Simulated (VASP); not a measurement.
Mg2B:

```
Mg B
1.0
     0.00000    3.53467    3.53467
     3.53467    0.00000    3.53467
     3.53467    3.53467    0.00000
Mg B
4 2
Direct
  0.62500 0.62500 0.62500
  0.12500 0.62500 0.62500
  0.62500 0.62500 0.12500
  0.62500 0.12500 0.62500
  0.00000 0.00000 0.00000
  0.25000 0.25000 0.25000
```

| Quantity | Value |
| --- | --- |
| Program | VASP 6.6.1 |
| Task | relaxation of cell and atoms |
| Functional | PBE |
| Potentials or basis | VASP PAW PBE potentials, release 64 (Mg, B) |
| Cutoff | 600 eV |
| k mesh | 4 × 4 × 4 |
| Occupations | gaussian, width 0.1 eV |
| Spin | no spin polarisation |

At the start: pressure 16.0 GPa; volume 14.72 Å³/atom.

Where does the relaxation end?

Over 4 steps the energy falls by 181.5 meV/atom and the volume is 19.24 Å³/atom (+30.7 %); space group Fd-3m (No. 227, to 0.05 Å).

Step by step:
```
step  energy change (eV)  largest force (eV/Å)  pressure (GPa)  volume (Å³)
   1              0.0000                0.0000           16.01        88.32
   2             -1.0385                0.0000            2.51       108.49
   3             -1.0792                0.0000           -0.97       118.50
   4             -1.0892                0.0000           -0.06       115.46
```

Final structure:
```
Mg B
1.0
     0.00000    3.86483    3.86483
     3.86483    0.00000    3.86483
     3.86483    3.86483    0.00000
Mg B
4 2
Direct
  0.62500 0.62500 0.62500
  0.12500 0.62500 0.62500
  0.62500 0.62500 0.12500
  0.62500 0.12500 0.62500
  0.00000 0.00000 0.00000
  0.25000 0.25000 0.25000
```

Caveat: the k points lie up to 0.35 Å⁻¹ apart in the final cell; the volume moved by over 15 % at a fixed basis, so the end points are rough.
